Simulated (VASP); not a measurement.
The system is TlSbO2.

```
Tl Sb O
1.0
     1.77241    1.02330    6.57395
    -1.77241    1.02330    6.57395
     0.00000   -2.04661    6.57395
Tl Sb O
1 1 2
Direct
  0.00000 0.00000 0.00000
  0.50000 0.50000 0.50000
  0.22712 0.22712 0.22712
  0.77288 0.77288 0.77288
```

| Property | Result |
| --- | --- |
| Program | VASP 6.6.1 |
| Task | relaxation of cell and atoms |
| Functional | PBEsol |
| Potentials or basis | VASP PAW PBE potentials, release 64 (Tl_d, Sb, O) |
| Cutoff | 600 eV |
| k mesh | 8 × 8 × 8 |
| Occupations | fermi-dirac, width 0.02 eV |
| Spin | no spin polarisation |

At the start: pressure -4.7 GPa; volume 17.88 Å³/atom.

**Question.** How do energy, volume and symmetry change on relaxing?

**Answer.** Over 12 steps the energy falls by 15.4 meV/atom and the volume is 16.86 Å³/atom (-5.7 %); space group R-3m (No. 166, to 0.1 Å) before and after.

Step by step:
```csv
step,energy change (eV),largest force (eV/Å),pressure (GPa),volume (Å³)
1,0.0000,0.1291,-4.74,71.54
2,-0.0490,0.1670,2.32,66.20
3,-0.0598,0.0655,-0.04,67.72
4,-0.0598,0.0704,0.06,67.65
5,-0.0602,0.0572,0.06,67.61
6,-0.0609,0.0271,0.07,67.49
7,-0.0605,0.0422,0.17,67.25
8,-0.0611,0.0101,0.12,67.41
9,-0.0612,0.0045,-0.22,67.63
10,-0.0612,0.0008,-0.11,67.57
11,-0.0614,0.0029,-0.06,67.51
12,-0.0614,0.0030,-0.01,67.43
```

Final structure:
```yaml
crystal:
  lattice:
    - [1.74215, 1.00583, 6.41380]
    - [-1.74215, 1.00583, 6.41380]
    - [0.00000, -2.01167, 6.41380]
  atoms:
    - { symbol: Tl, position: [0.00000, 0.00000, 0.00000] }
    - { symbol: Sb, position: [0.50000, 0.50000, 0.50000] }
    - { symbol: O, position: [0.22808, 0.22808, 0.22808] }
    - { symbol: O, position: [0.77192, 0.77192, 0.77192] }
```

Caveat: the PAW data sets were made with another functional, which shifts forces and pressure a little.
